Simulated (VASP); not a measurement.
# TaN (P-62m) in VASP: notebook

TaN is run at these levels: LDA; tasks: single point.

Everything below comes from runs of VASP 6.6.1. Logs are shortened: lines on timing, memory, paths and dates and some standing lists are left out, and cuts for length are marked.

## Step 1: The cell of the first run

The structure is hexagonal, space group P-62m (No. 189). The conventional cell has a = 5.151 Å, b = 5.151 Å, c = 2.874 Å, α = 90.00°, β = 90.00°, γ = 120.00°. Ta (site symmetry -6) has 6 N at 2.14 Å and 5 Ta at 2.87 to 2.97 Å within 3.0 Å. Within 2.7 Å of Ta (site symmetry -62m) lie 3 N at 2.02 Å. N (site symmetry m2m) has 5 Ta at 2.02 to 2.14 Å and 6 N at 2.75 to 2.87 Å within 2.9 Å.

## Step 2: Single point, LDA

INCAR reads:

```
SYSTEM = TaN
ALGO = Normal ; EDIFF = 1E-6
ENCUT = 700 ; GGA_COMPAT = .FALSE.
ISIF = 2 ; ISMEAR = -1
LASPH = .TRUE. ; LCHARG = .FALSE.
LREAL = .FALSE. ; LWAVE = .FALSE.
NBANDS = 36 ; NELM = 120
PREC = Accurate ; SIGMA = 0.1
```

KPOINTS reads:

```
k-points
0
G
  5 5 8
  0 0 0
```

POSCAR reads:

```
TaN
1.0
    5.1508637598      0.0000000000      0.0000000000
   -2.5754318799      4.4607788675      0.0000000000
    0.0000000000      0.0000000000      2.8741924066
Ta N
3 3
Direct
    0.3333333333      0.6666666667      0.5000000000
    0.6666666667      0.3333333333      0.5000000000
    0.0000000000      0.0000000000      0.0000000000
    0.3930954029      0.0000000000      0.0000000000
    0.6069045971      0.6069045971      0.0000000000
    0.0000000000      0.3930954029      0.0000000000
```

Potentials or basis: VASP PAW LDA potentials, release 64 (Ta_sv_GW, N).

On the command line:

```sh
$ cat potpaw_LDA.64/Ta_sv_GW/POTCAR potpaw_LDA.64/N/POTCAR > POTCAR
$ mpirun -np 1 vasp_std > vasp.out
```

OUTCAR:

```text
SYSTEM = TaN
   EDIFF = 1E-6
   ENCUT = 700
   ISIF = 2
   ISMEAR = -1
   LASPH = .TRUE.
   LREAL = .FALSE.
   NELM = 120
   PREC = Accurate

 ion  position               nearest neighbor table
   1  0.333  0.667  0.500-   4 2.14   4 2.14   6 2.14   6 2.14   5 2.14   5 2.14   2 2.97   2 2.97
                             2 2.97
   2  0.667  0.333  0.500-   6 2.14   6 2.14   4 2.14   4 2.14   5 2.14   5 2.14   1 2.97   1 2.97
                             1 2.97
   3  0.000  0.000  0.000-   4 2.02   5 2.02   6 2.02
   4  0.393  0.000  0.000-   3 2.02   1 2.14   1 2.14   2 2.14   2 2.14
   5  0.607  0.607  0.000-   3 2.02   1 2.14   1 2.14   2 2.14   2 2.14
   6  0.000  0.393  0.000-   3 2.02   2 2.14   2 2.14   1 2.14   1 2.14

  LATTYP: Found a hexagonal cell.
 ALAT       =     5.1508637598
 C/A-ratio  =     0.5580020246

  Lattice vectors:

 A1 = (   5.1508637598,   0.0000000000,   0.0000000000)
 A2 = (  -2.5754318799,   4.4607788675,   0.0000000000)
 A3 = (   0.0000000000,   0.0000000000,   2.8741924066)

Analysis of symmetry for initial positions (statically):
=====================================================================
 Subroutine PRICEL returns:
 Original cell was already a primitive cell.

 Routine SETGRP: Setting up the symmetry group for a
 hexagonal supercell.

 Subroutine GETGRP returns: Found 12 space group operations
 (whereof 12 operations were pure point group operations)
 out of a pool of 24 trial point group operations.

The static configuration has the point symmetry D_3h.

Analysis of symmetry for dynamics (positions and initial velocities):
=====================================================================
 Subroutine PRICEL returns:
 Original cell was already a primitive cell.

 Routine SETGRP: Setting up the symmetry group for a
 hexagonal supercell.

 Subroutine GETGRP returns: Found 12 space group operations
 (whereof 12 operations were pure point group operations)
 out of a pool of 24 trial point group operations.

The dynamic configuration has the point symmetry D_3h.

 Subroutine INISYM returns: Found 12 space group operations
 (whereof 12 operations are pure point group operations),
 and found     1 'primitive' translations

----------------------------------------------------------------------------------------

                                     Primitive cell

  volume of cell :      66.0399

  direct lattice vectors                    reciprocal lattice vectors
     5.150863760  0.000000000  0.000000000     0.194142196  0.112088049  0.000000000
    -2.575431880  4.460778868  0.000000000     0.000000000  0.224176098  0.000000000
     0.000000000  0.000000000  2.874192407     0.000000000  0.000000000  0.347923819

  length of vectors
     5.150863760  5.150863760  2.874192407     0.224176098  0.224176098  0.347923819

  position of ions in fractional coordinates (direct lattice)
     0.333333333  0.666666667  0.500000000
     0.666666667  0.333333333  0.500000000
     0.000000000  0.000000000  0.000000000
     0.393095403  0.000000000  0.000000000
     0.606904597  0.606904597  0.000000000
     0.000000000  0.393095403  0.000000000

  ion indices of the primitive-cell ions
   primitive index   ion index
                 1           1
                 2           2
                 3           3
                 4           4
                 5           5
                 6           6

----------------------------------------------------------------------------------------

 KPOINTS: k-points

Automatic generation of k-mesh.
 Grid dimensions read from file:
 generate k-points for:    5    5    8

 Generating k-lattice:

  Cartesian coordinates                     Fractional coordinates (reciprocal lattice)
     0.038828439  0.022417610  0.000000000     0.200000000  0.000000000  0.000000000
     0.000000000  0.044835220  0.000000000     0.000000000  0.200000000  0.000000000
     0.000000000  0.000000000  0.043490477     0.000000000  0.000000000  0.125000000

  Length of vectors
     0.044835220  0.044835220  0.043490477

  Shift w.r.t. Gamma in fractional coordinates (k-lattice)
     0.000000000  0.000000000  0.000000000

 Subroutine IBZKPT returns following result:
 ===========================================

 Found     25 irreducible k-points:

 Following reciprocal coordinates:
            Coordinates               Weight
  0.000000  0.000000  0.000000      1.000000
  0.200000 -0.000000  0.000000      6.000000
  0.400000  0.000000  0.000000      6.000000
  0.200000  0.200000  0.000000      6.000000
  0.400000  0.200000  0.000000      6.000000
  0.000000  0.000000  0.125000      2.000000
[... 16 lines left out ...]
  0.400000  0.000000  0.500000      6.000000
  0.200000  0.200000  0.500000      6.000000
   k-points           NKPTS =     25   k-points in BZ     NKDIM =     25   number of bands    NBANDS=     36
   number of dos      NEDOS =    301   number of ions     NIONS =      6
   total plane-waves  NPLWV =  64512
   dimension x,y,z NGX =    48 NGY =   48 NGZ =   28
   dimension x,y,z NGXF=    96 NGYF=   96 NGZF=   56
   ions per type =               3   3
   NGX,Y,Z   is equivalent  to a cutoff of  15.49, 15.49, 16.20 a.u.
   NGXF,Y,Z  is equivalent  to a cutoff of  30.98, 30.98, 32.39 a.u.
 SYSTEM =  TaN
   PREC   = accura    normal or accurate (medium, high low for compatibility)
   ISTART =      0    job   : 0-new  1-cont  2-samecut
   ICHARG =      2    charge: 1-file 2-atom 10-const
   ISPIN  =      1    spin polarized calculation?
   LNONCOLLINEAR =      F non collinear calculations
   LSORBIT =      F    spin-orbit coupling
   LASPH  =      T    aspherical Exc in radial PAW
   ENCUT  =  700.0 eV  51.45 Ry    7.17 a.u.  11.11 11.11  6.20*2*pi/ulx,y,z
   NELM   =    120;   NELMIN=  2; NELMDL= -5     # of ELM steps
   EDIFF  = 0.1E-05   stopping-criterion for ELM
   LREAL  =      F    real-space projection
   EDIFFG = 0.1E-04   stopping-criterion for IOM
   NSW    =      0    number of steps for IOM
   IBRION =     -1    ionic relax: 0-MD 1-quasi-New 2-CG
   NFREE  =      0    steps in history (QN), initial steepest desc. (CG)
   ISIF   =      2    stress and relaxation
   ISYM   =      2    0-nonsym 1-usesym 2-fastsym
   POTIM  = 0.5000    time-step for ionic-motion
   TEBEG  =    0.0;   TEEND  =   0.0 temperature during run
   PSTRESS=    0.0 pullay stress
   NELECT =      54.0000    total number of electrons
   NUPDOWN=      -1.0000    fix difference up-down
   EMIN   =  10.00;   EMAX   =-10.00  energy-range for DOS
   EFERMI =   0.00;   METHOD = LEGACY
   ISMEAR =    -1;   SIGMA  =   0.10  broadening in eV -4-tet -1-fermi 0-gaus
   EFERMI_NEDOS =   21; number of points for ismear=-14 and -15
   IALGO  =     38    algorithm
   IMIX   =      4    mixing-type and parameters
     AMIX     =   0.40;   BMIX     =  1.00
     AMIX_MAG =   1.60;   BMIX_MAG =  1.00
  volume/ion in A,a.u.               =      11.01        74.28
  Fermi-wavevector in a.u.,A,eV,Ry     =   1.530866  2.892918 31.885949  2.343551
  Thomas-Fermi vector in A             =   2.638290
   LORBIT       =      0    0 simple, 1 ext, 2 COOP (PROOUT), +10 PAW based schemes
   GGA     = CA    functional components
   LHFCALC =     F    Hartree Fock is set to
   AEXX    =    0.0000 exact exchange contribution
   IVDW    =     0    specifies the selected vdW correction
   LEPSILON=     F    determine dielectric tensor
   LRPA    =     F    only Hartree local field effects (RPA)
 non-spin polarized calculation
  energy-cutoff  :      700.00
  volume of cell :       66.04
 maximum number of plane-waves:      2808
 NGX is ok and might be reduce to    48
   NGX = 23   NGY = 23   NGZ = 13

 number of electron      53.9999996 magnetization

 Free energy of the ion-electron system (eV)
  ---------------------------------------------------
  ext. energy  EPLUGINS =         0.00000000
  ---------------------------------------------------
  free energy    TOTEN  =       -81.70255440 eV

  energy without entropy =      -81.67677325  energy(sigma->0) =      -81.68966383

 E-fermi :  12.5848     XC(G=0): -13.7867

 val. band max:       12.3854227154   @ k =   0.2000  -0.0000   0.1250
 cond. band min:      12.7153241938   @ k =   0.2000  -0.0000   0.2500
 fundamental gap:      0.3299014785
 Fermi energy:        12.5847610721

 k-point     1 :       0.0000    0.0000    0.0000
  band No.  band energies     occupation
      1     -56.4894      2.00000
      2     -56.4369      2.00000
      3     -55.8529      2.00000
      4     -23.5588      2.00000
      5     -23.5588      2.00000
      6     -23.1759      2.00000
[... 28 lines left out ...]
     35      15.7492      0.00000
     36      15.7492      0.00000

 k-point     2 :       0.2000   -0.0000    0.0000
  band No.  band energies     occupation
      1     -56.4850      2.00000
      2     -56.4413      2.00000
      3     -55.8531      2.00000
      4     -23.5960      2.00000
      5     -23.5472      2.00000
      6     -23.1412      2.00000
[... 28 lines left out ...]
     35      15.9852      0.00000
     36      16.0455      0.00000

 k-point     3 :       0.4000    0.0000    0.0000
  band No.  band energies     occupation
      1     -56.4746      2.00000
      2     -56.4515      2.00000
      3     -55.8534      2.00000
      4     -23.6444      2.00000
      5     -23.4682      2.00000
      6     -23.1985      2.00000
[... 28 lines left out ...]
     35      16.3965      0.00000
     36      16.6392      0.00000

 k-point     4 :       0.2000    0.2000    0.0000
  band No.  band energies     occupation
      1     -56.4772      2.00000
      2     -56.4489      2.00000
      3     -55.8534      2.00000
      4     -23.6146      2.00000
      5     -23.5150      2.00000
      6     -23.1815      2.00000
[... 28 lines left out ...]
     35      16.3499      0.00000
     36      16.3559      0.00000

 k-point     5 :       0.4000    0.2000    0.0000
  band No.  band energies     occupation
      1     -56.4683      2.00000
      2     -56.4577      2.00000
      3     -55.8535      2.00000
      4     -23.6219      2.00000
      5     -23.4321      2.00000
      6     -23.3010      2.00000
[... 655 lines left out ...]
 k-point    22 :       0.2000   -0.0000    0.5000
  band No.  band energies     occupation
      1     -56.4301      2.00000
      2     -56.3882      2.00000
      3     -55.8059      2.00000
      4     -23.9304      2.00000
      5     -23.7395      2.00000
      6     -23.3953      2.00000
[... 28 lines left out ...]
     35      17.0162      0.00000
     36      17.0447      0.00000

 k-point    23 :       0.4000    0.0000    0.5000
  band No.  band energies     occupation
      1     -56.4204      2.00000
      2     -56.3981      2.00000
      3     -55.8060      2.00000
      4     -23.9043      2.00000
      5     -23.7839      2.00000
      6     -23.4136      2.00000
[... 28 lines left out ...]
     35      17.7494      0.00000
     36      17.9605      0.00000

 k-point    24 :       0.2000    0.2000    0.5000
  band No.  band energies     occupation
      1     -56.4228      2.00000
      2     -56.3957      2.00000
      3     -55.8060      2.00000
      4     -23.9092      2.00000
      5     -23.7759      2.00000
      6     -23.4272      2.00000
[... 28 lines left out ...]
     35      17.5383      0.00000
     36      17.8979      0.00000

 [... further k-points ...]
[... 5 lines left out ...]
  --------------------------------------------------------------------------------------
  -------------------------------------------------------------------------------------
  Total        0.4428123      0.4428123      0.4556704      0.0000000     -0.0000000     -0.0000000
  in kB       10.7429535     10.7429535     11.0549000      0.0000000     -0.0000000     -0.0000000
  external PRESSURE =      10.8469357 kB  Pullay stress =       0.0000000 kB

 VOLUME and BASIS-vectors are now :
 -----------------------------------------------------------------------------
  energy-cutoff  :      700.00
  volume of cell :       66.04
      direct lattice vectors                 reciprocal lattice vectors
     5.150863760  0.000000000  0.000000000     0.194142196  0.112088049  0.000000000
    -2.575431880  4.460778868  0.000000000     0.000000000  0.224176098  0.000000000
     0.000000000  0.000000000  2.874192407     0.000000000  0.000000000  0.347923819

 POSITION                                       TOTAL-FORCE (eV/Angst)
 -----------------------------------------------------------------------------------
     -0.00000      2.97385      1.43710        -0.000000      0.000000      0.000000
      2.57543      1.48693      1.43710        -0.000000      0.000000      0.000000
      0.00000      0.00000      0.00000        -0.000000      0.000000      0.000000
      2.02478      0.00000      0.00000         0.016742      0.000000      0.000000
      1.56304      2.70727      0.00000        -0.008371     -0.014499      0.000000
     -1.01239      1.75351      0.00000        -0.008371      0.014499      0.000000
 -----------------------------------------------------------------------------------
    total drift:                               -0.000000     -0.000001      0.000000

  FREE ENERGIE OF THE ION-ELECTRON SYSTEM (eV)
  ---------------------------------------------------
  free  energy   TOTEN  =       -81.7025544048 eV

  energy  without entropy=      -81.6767732480  energy(sigma->0) =      -81.68966383
```

Run time: 84 s. Hardware: 1 thread of Intel Xeon Platinum 8488C (Sapphire Rapids), shared host; peak memory 0.25 GiB.

Results:

| Quantity | Value |
| --- | --- |
| Free energy | -81.7026 eV |
| Pressure | 1.1 GPa |
| Largest force | 0.017 eV/Å |
| Band gap on the k mesh | zero (bands 27 and 28 overlap by 3.19 eV) |

Forces on the atoms (eV/Å):
```
Ta   0.000  0.000  0.000
Ta   0.000  0.000  0.000
Ta   0.000  0.000  0.000
N    0.017  0.000  0.000
N   -0.008 -0.014  0.000
N   -0.008  0.014  0.000
```

Levels at points of the mesh, in eV from the Fermi level:
| k point | band 25 | band 26 | band 27 | band 28 | band 29 | band 30 |
| --- | --- | --- | --- | --- | --- | --- |
| (0.00, 0.00, 0.00) | -3.45 | -2.11 | -1.10 | -1.10 | 0.46 | 0.46 |
| (0.00, 0.00, 0.50) | -3.07 | -3.07 | 1.82 | 1.82 | 2.02 | 2.14 |

Caveat: spin-orbit coupling is left out, which moves the levels of the heavy elements.

[end of part 1 of 3]

The gap in the log of VASP goes by the Fermi energy; the results here count the filled bands.